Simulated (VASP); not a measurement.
# TaAs (Fm-3m) in VASP: a series of runs

TaAs is run at these levels: PBEsol; tasks: single point.

Program: VASP 6.6.1. These are calculated values, not measurements. Logs are shortened: lines on timing, memory, paths and dates and some standing lists are left out, and cuts for length are marked.

## (1) The cell of the first run

It takes space group Fm-3m (No. 225, cubic). The conventional cell has a = 5.133 Å, b = 5.133 Å, c = 5.133 Å, α = 90.00°, β = 90.00°, γ = 90.00°. Ta (site symmetry m-3m) has 6 As at 2.57 Å within 3.4 Å. Within 3.4 Å of As (site symmetry m-3m) lie 6 Ta at 2.57 Å.

## (2) Single point, PBEsol (volume scaled by 0.960)

File INCAR:

```
PREC = Accurate ; ENCUT = 520
EDIFF = 1E-6 ; ISMEAR = 0
SIGMA = 0.05 ; LREAL = F
LASPH = T ; NELM = 100
ALGO = Normal ; ISIF = 2
LWAVE = F ; LCHARG = F
GGA = PS ; NBANDS = 15
```

File KPOINTS:

```
regular mesh
0
Gamma
  10 10 10
```

File POSCAR:

```
TaAs
1.0
    0.0000000000      2.5664753427      2.5664753427
    2.5664753427      0.0000000000      2.5664753427
    2.5664753427      2.5664753427      0.0000000000
Ta As
1 1
Direct
    0.5000000000      0.5000000000      0.5000000000
    0.0000000000      0.0000000000      0.0000000000
```

Potentials or basis: VASP PAW PBE potentials, release 64 (Ta_pv, As).

Command:

```bash
> cat potpaw_PBE.64/Ta_pv/POTCAR potpaw_PBE.64/As/POTCAR > POTCAR
> mpirun -np 1 vasp_std > vasp.out
```

OUTCAR:

```text
PREC = Accurate
   ENCUT = 520
   EDIFF = 1E-6
   ISMEAR = 0
   LREAL = F
   LASPH = T
   NELM = 100
   ISIF = 2
   GGA = PS

 ion  position               nearest neighbor table
   1  0.500  0.500  0.500-   2 2.57   2 2.57   2 2.57   2 2.57   2 2.57   2 2.57
   2  0.000  0.000  0.000-   1 2.57   1 2.57   1 2.57   1 2.57   1 2.57   1 2.57

  LATTYP: Found a face centered cubic cell.
 ALAT       =     5.1329506854

  Lattice vectors:

 A1 = (   0.0000000000,   2.5664753427,   2.5664753427)
 A2 = (   2.5664753427,   0.0000000000,   2.5664753427)
 A3 = (   2.5664753427,   2.5664753427,   0.0000000000)

Analysis of symmetry for initial positions (statically):
=====================================================================
 Subroutine PRICEL returns:
 Original cell was already a primitive cell.

 Routine SETGRP: Setting up the symmetry group for a
 face centered cubic supercell.

 Subroutine GETGRP returns: Found 48 space group operations
 (whereof 48 operations were pure point group operations)
 out of a pool of 48 trial point group operations.

The static configuration has the point symmetry O_h .

Analysis of symmetry for dynamics (positions and initial velocities):
=====================================================================
 Subroutine PRICEL returns:
 Original cell was already a primitive cell.

 Routine SETGRP: Setting up the symmetry group for a
 face centered cubic supercell.

 Subroutine GETGRP returns: Found 48 space group operations
 (whereof 48 operations were pure point group operations)
 out of a pool of 48 trial point group operations.

The dynamic configuration has the point symmetry O_h .

 Subroutine INISYM returns: Found 48 space group operations
 (whereof 48 operations are pure point group operations),
 and found     1 'primitive' translations

----------------------------------------------------------------------------------------

                                     Primitive cell

  volume of cell :      33.8097

  direct lattice vectors                    reciprocal lattice vectors
     0.000000000  2.566475343  2.566475343    -0.194819717  0.194819717  0.194819717
     2.566475343  0.000000000  2.566475343     0.194819717 -0.194819717  0.194819717
     2.566475343  2.566475343  0.000000000     0.194819717  0.194819717 -0.194819717

  length of vectors
     3.629544237  3.629544237  3.629544237     0.337437648  0.337437648  0.337437648

  position of ions in fractional coordinates (direct lattice)
     0.500000000  0.500000000  0.500000000
     0.000000000  0.000000000  0.000000000

  ion indices of the primitive-cell ions
   primitive index   ion index
                 1           1
                 2           2

----------------------------------------------------------------------------------------

 KPOINTS: regular mesh

Automatic generation of k-mesh.
 Grid dimensions read from file:
 generate k-points for:   10   10   10

 Generating k-lattice:

  Cartesian coordinates                     Fractional coordinates (reciprocal lattice)
    -0.019481972  0.019481972  0.019481972     0.100000000  0.000000000  0.000000000
     0.019481972 -0.019481972  0.019481972     0.000000000  0.100000000  0.000000000
     0.019481972  0.019481972 -0.019481972     0.000000000  0.000000000  0.100000000

  Length of vectors
     0.033743765  0.033743765  0.033743765

  Shift w.r.t. Gamma in fractional coordinates (k-lattice)
     0.000000000  0.000000000  0.000000000

 Subroutine IBZKPT returns following result:
 ===========================================

 Found     47 irreducible k-points:

 Following reciprocal coordinates:
            Coordinates               Weight
  0.000000  0.000000  0.000000      1.000000
  0.100000  0.000000  0.000000      8.000000
  0.200000  0.000000  0.000000      8.000000
  0.300000  0.000000  0.000000      8.000000
  0.400000  0.000000  0.000000      8.000000
  0.500000  0.000000  0.000000      4.000000
[... 16 lines left out ...]
  0.300000  0.300000  0.000000      6.000000
  0.400000  0.300000  0.000000     24.000000
 [... further k-points ...]
   k-points           NKPTS =     47   k-points in BZ     NKDIM =     47   number of bands    NBANDS=     15
   number of dos      NEDOS =    301   number of ions     NIONS =      2
   total plane-waves  NPLWV =  21952
   dimension x,y,z NGX =    28 NGY =   28 NGZ =   28
   dimension x,y,z NGXF=    56 NGYF=   56 NGZF=   56
   ions per type =               1   1
   NGX,Y,Z   is equivalent  to a cutoff of  12.82, 12.82, 12.82 a.u.
   NGXF,Y,Z  is equivalent  to a cutoff of  25.65, 25.65, 25.65 a.u.
 SYSTEM =  unknown system
   PREC   = accura    normal or accurate (medium, high low for compatibility)
   ISTART =      0    job   : 0-new  1-cont  2-samecut
   ICHARG =      2    charge: 1-file 2-atom 10-const
   ISPIN  =      1    spin polarized calculation?
   LNONCOLLINEAR =      F non collinear calculations
   LSORBIT =      F    spin-orbit coupling
   LASPH  =      T    aspherical Exc in radial PAW
   ENCUT  =  520.0 eV  38.22 Ry    6.18 a.u.   6.75  6.75  6.75*2*pi/ulx,y,z
   NELM   =    100;   NELMIN=  2; NELMDL= -5     # of ELM steps
   EDIFF  = 0.1E-05   stopping-criterion for ELM
   LREAL  =      F    real-space projection
   EDIFFG = 0.1E-04   stopping-criterion for IOM
   NSW    =      0    number of steps for IOM
   IBRION =     -1    ionic relax: 0-MD 1-quasi-New 2-CG
   NFREE  =      0    steps in history (QN), initial steepest desc. (CG)
   ISIF   =      2    stress and relaxation
   ISYM   =      2    0-nonsym 1-usesym 2-fastsym
   POTIM  = 0.5000    time-step for ionic-motion
   TEBEG  =    0.0;   TEEND  =   0.0 temperature during run
   PSTRESS=    0.0 pullay stress
   NELECT =      16.0000    total number of electrons
   NUPDOWN=      -1.0000    fix difference up-down
   EMIN   =  10.00;   EMAX   =-10.00  energy-range for DOS
   EFERMI =   0.00;   METHOD = LEGACY
   ISMEAR =     0;   SIGMA  =   0.05  broadening in eV -4-tet -1-fermi 0-gaus
   EFERMI_NEDOS =   21; number of points for ismear=-14 and -15
   IALGO  =     38    algorithm
   IMIX   =      4    mixing-type and parameters
     AMIX     =   0.40;   BMIX     =  1.00
     AMIX_MAG =   1.60;   BMIX_MAG =  1.00
  volume/ion in A,a.u.               =      16.90       114.08
  Fermi-wavevector in a.u.,A,eV,Ry     =   1.275756  2.410830 22.144219  1.627554
  Thomas-Fermi vector in A             =   2.408451
   LORBIT       =      0    0 simple, 1 ext, 2 COOP (PROOUT), +10 PAW based schemes
   GGA     = PS    functional components
   LHFCALC =     F    Hartree Fock is set to
   AEXX    =    0.0000 exact exchange contribution
   IVDW    =     0    specifies the selected vdW correction
   LEPSILON=     F    determine dielectric tensor
   LRPA    =     F    only Hartree local field effects (RPA)
 non-spin polarized calculation
 Gauss-broadening in eV      SIGMA  =   0.05
  energy-cutoff  :      520.00
  volume of cell :       33.81
 maximum number of plane-waves:       941
   NGX = 13   NGY = 13   NGZ = 13

 number of electron      16.0000001 magnetization

 Free energy of the ion-electron system (eV)
  ---------------------------------------------------
  ext. energy  EPLUGINS =         0.00000000
  ---------------------------------------------------
  free energy    TOTEN  =       -17.65245565 eV

  energy without entropy =      -17.65174872  energy(sigma->0) =      -17.65210219

 E-fermi :   7.8371     XC(G=0): -12.1312

 val. band max:        7.7951543691   @ k =  -0.3000   0.2000   0.0000
 cond. band min:       7.8894447221   @ k =  -0.3000   0.4000   0.2000
 fundamental gap:      0.0942903530
 Fermi energy:         7.8370701400

 k-point     1 :       0.0000    0.0000    0.0000
  band No.  band energies     occupation
      1     -27.5440      2.00000
      2     -27.5440      2.00000
      3     -27.5440      2.00000
      4      -6.9441      2.00000
      5       6.0321      2.00000
      6       6.0321      2.00000
      7       6.0321      2.00000
      8       6.8878      2.00000
      9       6.8878      2.00000
     10       7.4889      2.00000
     11       7.4889      2.00000
     12       7.4889      2.00000
     13      12.3509      0.00000
     14      15.0930      0.00000
     15      20.7951      0.00000

 k-point     2 :       0.1000    0.0000    0.0000
  band No.  band energies     occupation
      1     -27.5617      2.00000
      2     -27.5453      2.00000
      3     -27.5453      2.00000
      4      -6.7574      2.00000
      5       5.1454      2.00000
      6       5.5224      2.00000
      7       5.5224      2.00000
      8       6.3871      2.00000
      9       6.3871      2.00000
     10       7.5535      2.00000
     11       8.9244      0.00000
     12       8.9244      0.00000
     13      13.2402      0.00000
     14      15.5275      0.00000
     15      20.5138      0.00000

 k-point     3 :       0.2000    0.0000    0.0000
  band No.  band energies     occupation
      1     -27.6077      2.00000
      2     -27.5487      2.00000
      3     -27.5487      2.00000
      4      -6.2195      2.00000
      5       3.4362      2.00000
      6       4.3937      2.00000
      7       4.3937      2.00000
      8       6.8415      2.00000
      9       6.8415      2.00000
     10       7.6738      2.00000
     11      10.8241      0.00000
     12      10.8241      0.00000
     13      14.6869      0.00000
     14      16.3269      0.00000
     15      19.0949      0.00000

 k-point     4 :       0.3000    0.0000    0.0000
  band No.  band energies     occupation
      1     -27.6637      2.00000
      2     -27.5530      2.00000
      3     -27.5530      2.00000
      4      -5.4039      2.00000
      5       1.6765      2.00000
      6       3.5353      2.00000
      7       3.5353      2.00000
      8       7.5866      2.00000
      9       7.5866      2.00000
     10       8.0091      0.00000
     11      12.7661      0.00000
     12      12.7661      0.00000
     13      13.6797      0.00000
     14      17.4225      0.00000
     15      17.4225      0.00000
[... 307 lines left out ...]
 k-point    22 :      -0.2000    0.2000    0.0000
  band No.  band energies     occupation
      1     -27.6521      2.00000
      2     -27.5909      2.00000
      3     -27.5499      2.00000
      4      -5.2384      2.00000
      5       1.6317      2.00000
      6       3.3453      2.00000
      7       3.3954      2.00000
      8       7.1519      2.00000
      9       8.4008      0.00000
     10       9.3468      0.00000
     11       9.6270      0.00000
     12      13.6310      0.00000
     13      14.6686      0.00000
     14      16.4868      0.00000
     15      17.6501      0.00000

 k-point    23 :       0.3000    0.3000    0.0000
  band No.  band energies     occupation
      1     -27.6466      2.00000
      2     -27.5853      2.00000
      3     -27.5853      2.00000
      4      -5.3561      2.00000
      5       1.6544      2.00000
      6       4.4812      2.00000
      7       5.0806      2.00000
      8       5.0806      2.00000
      9       7.6468      2.00000
     10      10.0539      0.00000
     11      10.0539      0.00000
     12      10.9312      0.00000
     13      13.6938      0.00000
     14      18.7110      0.00000
     15      18.7110      0.00000

 k-point    24 :       0.4000    0.3000    0.0000
  band No.  band energies     occupation
      1     -27.6708      2.00000
      2     -27.5965      2.00000
      3     -27.5915      2.00000
      4      -5.0054      2.00000
      5       1.5118      2.00000
      6       3.7052      2.00000
      7       4.7343      2.00000
      8       5.5484      2.00000
      9       8.2968      0.00000
     10       9.7002      0.00000
     11      10.1373      0.00000
     12      11.8194      0.00000
     13      12.4914      0.00000
     14      17.9362      0.00000
     15      18.9934      0.00000

 [... further k-points ...]

------------------------ aborting loop because EDIFF is reached ----------------------------------------

  FORCE on cell =-STRESS in cart. coord.  units (eV):
  Direction    XX          YY          ZZ          XY          YZ          ZX
  --------------------------------------------------------------------------------------
  -------------------------------------------------------------------------------------
  Total        1.7696633      1.7696633      1.7696633      0.0000000      0.0000000      0.0000000
  in kB       83.8609801     83.8609801     83.8609801      0.0000000      0.0000000      0.0000000
  external PRESSURE =      83.8609801 kB  Pullay stress =       0.0000000 kB

 VOLUME and BASIS-vectors are now :
 -----------------------------------------------------------------------------
  energy-cutoff  :      520.00
  volume of cell :       33.81
      direct lattice vectors                 reciprocal lattice vectors
     0.000000000  2.566475343  2.566475343    -0.194819717  0.194819717  0.194819717
     2.566475343  0.000000000  2.566475343     0.194819717 -0.194819717  0.194819717
     2.566475343  2.566475343  0.000000000     0.194819717  0.194819717 -0.194819717

 POSITION                                       TOTAL-FORCE (eV/Angst)
 -----------------------------------------------------------------------------------
      2.56648      2.56648      2.56648         0.000000     -0.000000     -0.000000
      0.00000      0.00000      0.00000        -0.000000      0.000000      0.000000
 -----------------------------------------------------------------------------------
    total drift:                                0.000000      0.000000      0.000000

  FREE ENERGIE OF THE ION-ELECTRON SYSTEM (eV)
  ---------------------------------------------------
  free  energy   TOTEN  =       -17.6524556530 eV

  energy  without entropy=      -17.6517487200  energy(sigma->0) =      -17.65210219
```

Run time: 16 s. Hardware: 1 thread of Intel Xeon Platinum 8488C (Sapphire Rapids), shared host; peak memory 0.17 GiB.

What came out:

* Free energy: -17.6525 eV
* Pressure: 8.4 GPa
* Band gap on the k mesh: zero (band 8 reaches 8.78 eV, above the bottom of band 9 at 6.39 eV)

Caveat: the cell differs from its parent crystal (volume scaled by 0.960); the PAW data sets were made with another functional, which shifts forces and pressure a little; spin-orbit coupling is left out, which moves the levels of the heavy elements.

## (3) Single point, PBEsol

This run uses another cell than the first one, of 17.57 Å³/atom, 1.039 times its volume.

File INCAR:

```
SYSTEM = TaAs
PREC = Accurate
ENCUT = 520
EDIFF = 1E-6
ISMEAR = 0
SIGMA = 0.05
LREAL = .False.
LASPH = .True.
NELM = 80
ALGO = Normal
ISIF = 2
LWAVE = .False.
LCHARG = .False.
GGA = PS
NBANDS = 15
```

File KPOINTS:

```
Automatic mesh
0
Gamma
  10 10 10
  0 0 0
```

File POSCAR:

```
TaAs
1.0
    0.0000000000      2.5996764883      2.5996764883
    2.5996764883      0.0000000000      2.5996764883
    2.5996764883      2.5996764883      0.0000000000
Ta As
1 1
Direct
    0.5000000000      0.5000000000      0.5000000000
    0.0000000000      0.0000000000      0.0000000000
```

Potentials or basis: VASP PAW PBE potentials, release 64 (Ta_pv, As).

Command:

```bash
> cat potpaw_PBE.64/Ta_pv/POTCAR potpaw_PBE.64/As/POTCAR > POTCAR
> mpirun -np 1 vasp_std > vasp.out
```

OUTCAR:

```text
SYSTEM = TaAs
   PREC = Accurate
   ENCUT = 520
   EDIFF = 1E-6
   ISMEAR = 0
   LREAL = .False.
   LASPH = .True.
   NELM = 80
   ISIF = 2
   GGA = PS

 ion  position               nearest neighbor table
   1  0.500  0.500  0.500-   2 2.60   2 2.60   2 2.60   2 2.60   2 2.60   2 2.60
   2  0.000  0.000  0.000-   1 2.60   1 2.60   1 2.60   1 2.60   1 2.60   1 2.60

  LATTYP: Found a face centered cubic cell.
 ALAT       =     5.1993529766

  Lattice vectors:

 A1 = (   0.0000000000,   2.5996764883,   2.5996764883)
 A2 = (   2.5996764883,   0.0000000000,   2.5996764883)
[... 618 lines left out ...]

  FORCE on cell =-STRESS in cart. coord.  units (eV):
  Direction    XX          YY          ZZ          XY          YZ          ZX
  --------------------------------------------------------------------------------------
  -------------------------------------------------------------------------------------
  Total        0.2304608      0.2304608      0.2304608      0.0000000      0.0000000      0.0000000
  in kB       10.5079898     10.5079898     10.5079898      0.0000000      0.0000000      0.0000000
  external PRESSURE =      10.5079898 kB  Pullay stress =       0.0000000 kB

 VOLUME and BASIS-vectors are now :
 -----------------------------------------------------------------------------
  energy-cutoff  :      520.00
  volume of cell :       35.14
      direct lattice vectors                 reciprocal lattice vectors
     0.000000000  2.599676488  2.599676488    -0.192331624  0.192331624  0.192331624
     2.599676488  0.000000000  2.599676488     0.192331624 -0.192331624  0.192331624
     2.599676488  2.599676488  0.000000000     0.192331624  0.192331624 -0.192331624

 POSITION                                       TOTAL-FORCE (eV/Angst)
 -----------------------------------------------------------------------------------
      2.59968      2.59968      2.59968        -0.000000     -0.000000     -0.000000
      0.00000      0.00000      0.00000         0.000000      0.000000      0.000000
 -----------------------------------------------------------------------------------
    total drift:                                0.000000      0.000000      0.000000

  FREE ENERGIE OF THE ION-ELECTRON SYSTEM (eV)
  ---------------------------------------------------
  free  energy   TOTEN  =       -17.6907364169 eV

  energy  without entropy=      -17.6895917018  energy(sigma->0) =      -17.69016406
```

OSZICAR:

```text
N       E                     dE             d eps       ncg     rms          rms(c)
DAV:   1     0.858666606532E+02    0.85867E+02   -0.86907E+03  1410   0.104E+03
DAV:   2    -0.164125776560E+02   -0.10228E+03   -0.97572E+02  1781   0.262E+02
DAV:   3    -0.186679223489E+02   -0.22553E+01   -0.22291E+01  1725   0.346E+01
DAV:   4    -0.186802398337E+02   -0.12317E-01   -0.12305E-01  1683   0.273E+00
DAV:   5    -0.186803267513E+02   -0.86918E-04   -0.86916E-04  1718   0.223E-01    0.145E+01
DAV:   6    -0.177300112820E+02    0.95032E+00   -0.15023E+00  1599   0.106E+01    0.592E+00
DAV:   7    -0.176995480696E+02    0.30463E-01   -0.12133E-01  1711   0.253E+00    0.253E+00
DAV:   8    -0.176908686502E+02    0.86794E-02   -0.99198E-03  1543   0.594E-01    0.190E-01
DAV:   9    -0.176907442022E+02    0.12445E-03   -0.58104E-04  1571   0.160E-01    0.100E-01
DAV:  10    -0.176907398167E+02    0.43856E-05   -0.85931E-05  1788   0.893E-02    0.934E-03
DAV:  11    -0.176907373000E+02    0.25166E-05   -0.32425E-06  1578   0.177E-02    0.961E-03
DAV:  12    -0.176907364169E+02    0.88308E-06   -0.37976E-07   873   0.621E-03
   1 F= -.17690736E+02 E0= -.17690164E+02  d E =-.114472E-02
```

stdout:

```text
POSCAR found type information on POSCAR TaAs
 POSCAR found :  2 types and       2 ions
 scaLAPACK will be used
 -----------------------------------------------------------------------------
|                                                                             |
|                                                                             |
|     You enforced a specific xc type in the INCAR file but a different       |
|     I HOPE YOU KNOW WHAT YOU ARE DOING!                                     |
|                                                                             |
 -----------------------------------------------------------------------------

 LDA part: xc-table for (Slater+PW92), standard interpolation
 POSCAR, INCAR and KPOINTS ok, starting setup
 FFT: planning ... GRIDC
 FFT: planning ... GRID_SOFT
 FFT: planning ... GRID
 WAVECAR not read
 entering main loop
```

Wall time 19 s (1 thread of Intel Xeon Platinum 8488C (Sapphire Rapids), shared host); peak memory 0.17 GiB.

Results:

```
Free energy            : -17.6907 eV
Pressure               : 1.1 GPa
Band gap on the k mesh : zero (band 8 reaches 8.33 eV, above the bottom of band 9 at 6.06 eV)
```

Caveat: the PAW data sets were made with another functional, which shifts forces and pressure a little; spin-orbit coupling is left out, which moves the levels of the heavy elements.

[end of part 1 of 2]
